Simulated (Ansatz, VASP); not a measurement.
**Two plane-wave programs on C**

```
C
1.0
     0.00000    1.73564    1.69113
     1.73564    0.00000    1.69113
     1.73564    1.73564    0.00000
C
2
Direct
  0.50000 0.50000 0.50000
  0.75000 0.75000 0.75000
```

Change from the starting cell: strain -0.025 along x and y, -0.050 along z, atoms carried along.

Alike in both runs: task single point; functional r2SCAN; k mesh 12 × 12 × 12; occupations gaussian, width 0.05 eV; no spin polarisation.

|  | VASP | Ansatz |
| --- | --- | --- |
| version | VASP 6.6.1 | Ansatz 0.2.0 |
| potentials or method | VASP PAW PBE potentials, release 64 (C), cutoff 520 eV | scalar-relativistic, plane waves, PAW |
| valence electrons in the cell | 8 | 8 |

Ansatz gave:

```
gap on the k mesh at the Fermi level (eV)                     : 3.90
least direct gap on the mesh (eV)                             : 5.66
pressure (GPa)                                                : 55.3
traceless stress, the component that is largest in VASP (GPa) : 18.63
```

Problem. What did VASP give for the same quantities?

Solution. gap on the k mesh at the Fermi level (eV): 3.87; least direct gap on the mesh (eV): 5.61; pressure (GPa): 56.9; traceless stress, the component that is largest in VASP (GPa): 18.59.

VASP's potentials were made for PBE, not for r2SCAN. Both programs put the cell under a high pressure, so it lies far from rest at this level.
